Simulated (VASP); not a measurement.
Input of a VASP 6.6.1 run:

INCAR

```
ALGO = Normal ; EDIFF = 1E-7
EDIFFG = -0.01 ; ENCUT = 600
GGA = PE ; IBRION = 2
ISIF = 3 ; ISMEAR = 0
LASPH = T ; LCHARG = F
LREAL = F ; LWAVE = F
NELM = 100 ; NSW = 100
PREC = Accurate ; SIGMA = 0.1
```

KPOINTS

```
k-points
0
Gamma
  9 9 12
```

POSCAR

```
I
1.0
    6.6507048369      0.0000000000      0.0000000000
   -3.3253524184      5.7596793418      0.0000000000
    0.0000000000      0.0000000000      4.0771712261
I
3
Direct
    0.0000000000      0.0000000000      0.0000000000
    0.3333333333      0.6666666667      0.5000000000
    0.6666666667      0.3333333333      0.5000000000
```

Potentials or basis: VASP PAW PBE potentials, release 64 (I).

Launch:

```sh
$ cat potpaw_PBE.64/I/POTCAR > POTCAR
$ mpirun -np 1 vasp_std > vasp.out
```

Question: Predict the space group after relaxing (to 0.05 Å).

Answer: P6/mmm (No. 191).

Question: Estimate the relaxed volume.

Answer: 52.71 Å³/atom.

Final structure:
```yaml
crystal:
  lattice:
    - [7.90015, 0.00000, 0.00000]
    - [-3.95007, 6.84173, 0.00000]
    - [0.00000, 0.00000, 2.92557]
  atoms:
    - { symbol: I, position: [0.00000, 0.00000, 0.00000] }
    - { symbol: I, position: [0.33333, 0.66667, 0.50000] }
    - { symbol: I, position: [0.66667, 0.33333, 0.50000] }
```

Caveat: an odd number of electrons without spin polarisation forces a metal; a magnetic or distorted state may lie lower.
